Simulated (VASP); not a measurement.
Wanted: the native input for a VASP 6.6.1 run.

| Item | Value |
| --- | --- |
| Task | single point |
| Functional | PBE |
| Potentials or basis | VASP PAW PBE potentials, release 64 (W_sv) |
| Cutoff | 520 eV |
| k mesh | 22 × 22 × 22 |
| Occupations | gaussian, width 0.15 eV |
| Spin | no spin polarisation |
| Dipole correction | no |
| Further INCAR settings | ALGO = Fast; EDIFF = 1e-07; NBANDS = 13 |

The structure of W lies in POSCAR:

```
W
1.0
   -0.7475517353      1.7597490706      1.7597490706
    1.7597490706     -0.7475517353      1.7597490706
    1.7597490706      1.7597490706     -0.7475517353
W
1
Direct
    0.0000000000      0.0000000000      0.0000000000
```

These files were run (other wordings do the same):

INCAR

```
SYSTEM = W
ALGO = Fast
EDIFF = 1E-7
ENCUT = 520
GGA = PE
ISIF = 2
ISMEAR = 0
LASPH = .True.
LCHARG = .False.
LREAL = .False.
LWAVE = .False.
NBANDS = 13
NELM = 100
PREC = Accurate
SIGMA = 0.15
```

KPOINTS

```
k-points
0
Gamma
  22 22 22
  0 0 0
```

Potentials or basis: VASP PAW PBE potentials, release 64 (W_sv).

Launch:

```bash
$ cat potpaw_PBE.64/W_sv/POTCAR > POTCAR
$ mpirun -np 1 vasp_std > vasp.out
```

It gave:

The pressure is 11.7 GPa and the band gap on the k mesh is zero (band 7 reaches 11.92 eV, above the bottom of band 8 at 9.11 eV).

Caveat: spin-orbit coupling is left out, which moves the levels of the heavy elements.

It took 88 s on 1 thread of Intel(R) Xeon(R) 6975P-C (Granite Rapids), on a shared host, peak memory 0.31 GiB.
